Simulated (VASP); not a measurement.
A run of VASP 6.6.1 is set up as follows.

The input INCAR:

```
SYSTEM = Ag3SnSe
  PREC = Accurate
  ENCUT = 520
  EDIFF = 1E-6
  ISMEAR = 0
  SIGMA = 0.1
  LREAL = .False.
  LASPH = .True.
  NELM = 80
  ALGO = Normal
  ISIF = 2
  LWAVE = .False.
  LCHARG = .True.
  GGA = PE
  LELF = .True.
  LVHAR = .True.
  NBANDS = 34
```

Contents of KPOINTS:

```
Automatic mesh
0
Gamma
  4 4 4
  0 0 0
```

File POSCAR:

```
Ag3SnSe
1.0
    4.0211001311      0.0000000000      0.0000000000
    0.0000000000      4.0211001311      0.0000000000
    0.0000000000      0.0000000000      7.0885841563
Ag Sn Se
3 1 1
Direct
    0.0000000000      0.5000000000     -0.0595364514
    0.5000000000      0.0000000000     -0.0595364514
    0.0000000000      0.0000000000      0.6222639426
    0.0000000000      0.0000000000      0.2330493169
    0.5000000000      0.5000000000      0.6237566633
```

Potentials or basis: VASP PAW PBE potentials, release 64 (Ag, Sn_d, Se).

Command:

```sh
$ cat potpaw_PBE.64/Ag/POTCAR potpaw_PBE.64/Sn_d/POTCAR potpaw_PBE.64/Se/POTCAR > POTCAR
$ mpirun -np 1 vasp_std > vasp.out
```

Task: Predict the largest force.

Result: 0.007 eV/Å.

Task: Predict the pressure.

Result: -0.1 GPa.

Stress tensor (GPa, compression positive):
```
-0.26  0.00  0.00
 0.00 -0.26  0.00
 0.00  0.00  0.26
```

Caveat: the k points lie up to 0.39 Å⁻¹ apart.
